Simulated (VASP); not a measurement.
Ir:

```
CELL_PARAMETERS angstrom
2.71011 0.00000 0.00000
-1.35505 2.34702 0.00000
0.00000 0.00000 4.39536
ATOMIC_POSITIONS crystal
Ir 0.66667 0.33333 0.75000
Ir 0.33333 0.66667 0.25000
```

This cell differs from its parent crystal: strain -0.015 along x and y, -0.015 along z.

Base run:

```yaml
Program: VASP 6.6.1
Functional: PBEsol
Potentials_or_basis: VASP PAW PBE potentials, release 64 (Ir_sv_GW)
Cutoff: 500 eV
k_mesh: 18 × 18 × 12
Occupations: gaussian, width 0.15 eV
Spin: no spin polarisation
```

Its results: band gap on the k mesh zero (band 17 reaches 14.12 eV, above the bottom of band 18 at 10.68 eV); pressure 0.6 GPa.

Problem. The run is repeated on the same cell with these changes: potentials or basis from VASP PAW PBE potentials, release 64 (Ir_sv_GW) to VASP PAW PBE potentials, release 64 (Ir); cutoff from 500 eV to 520 eV; further incar settings from ALGO = Normal; EDIFF = 1e-06; NBANDS = 24 to ALGO = Fast; EDIFF = 1e-06; NBANDS = 16; valence electrons from 34 to 18. What comes out?

Solution. Band gap on the k mesh zero (band 9 reaches 11.59 eV, above the bottom of band 10 at 8.16 eV); pressure 4.8 GPa.

Caveats: the PAW data sets were made with another functional, which shifts forces and pressure a little; spin-orbit coupling is left out, which moves the levels of the heavy elements.
